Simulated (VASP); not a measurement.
Set up this calculation in VASP 6.6.1, as the native input.

```yaml
Task: single point
Functional: PBEsol
Potentials_or_basis: VASP PAW PBE potentials, release 64 (Al, Ga_d, N)
Cutoff: 600 eV
k_mesh: 6 × 6 × 6
Occupations: gaussian, width 0.02 eV
Spin: no spin polarisation
Dipole_correction: no
Further_INCAR_settings: ALGO = Normal; EDIFF = 1e-06; NBANDS = 36
```

The structure of AlGaN2 lies in POSCAR:

```
AlGaN2
1.0
   -0.0000010729      2.2192119933      2.2192084161
    2.2192119933     -0.0000010729      2.2192084161
    8.8769862412      8.8769862412     -0.0001425598
Al Ga N
2 2 4
Direct
   -0.0034584264     -0.0034584264      0.0025937761
    0.0032205040      0.0032205040      0.2475845307
    0.0035095452      0.0035095452      0.4973678393
   -0.0032877681     -0.0032877681      0.7524658410
    0.2501519064      0.2501519064      0.0623860712
    0.2581769424      0.2581769424      0.3063672532
    0.2496180159      0.2496180159      0.5627865625
    0.2420692806      0.2420692806      0.8184481259
```

The input as run:

INCAR

```
ALGO = Normal ; EDIFF = 1E-6
ENCUT = 600 ; GGA = PS
GGA_COMPAT = F ; ISIF = 2
ISMEAR = 0 ; LASPH = T
LCHARG = F ; LREAL = F
LWAVE = F ; NBANDS = 36
NELM = 120 ; PREC = Accurate
SIGMA = 0.02
```

KPOINTS

```
k-points
0
Gamma
  6 6 6
```

Potentials or basis: VASP PAW PBE potentials, release 64 (Al, Ga_d, N).

Command:

```sh
$ cat potpaw_PBE.64/Al/POTCAR potpaw_PBE.64/Ga_d/POTCAR potpaw_PBE.64/N/POTCAR > POTCAR
$ mpirun -np 1 vasp_std > vasp.out
```

Results of the run:

```json
{"Pressure": "-0.3 GPa", "Largest force": "0.017 eV/Å", "Band gap on the k mesh": "2.52 eV"}
```

Caveat: the PAW data sets were made with another functional, which shifts forces and pressure a little.

Run time: 4.7 min on 1 thread of Oxide Virtual Turin-like Processor, on a shared host, peak memory 0.29 GiB.
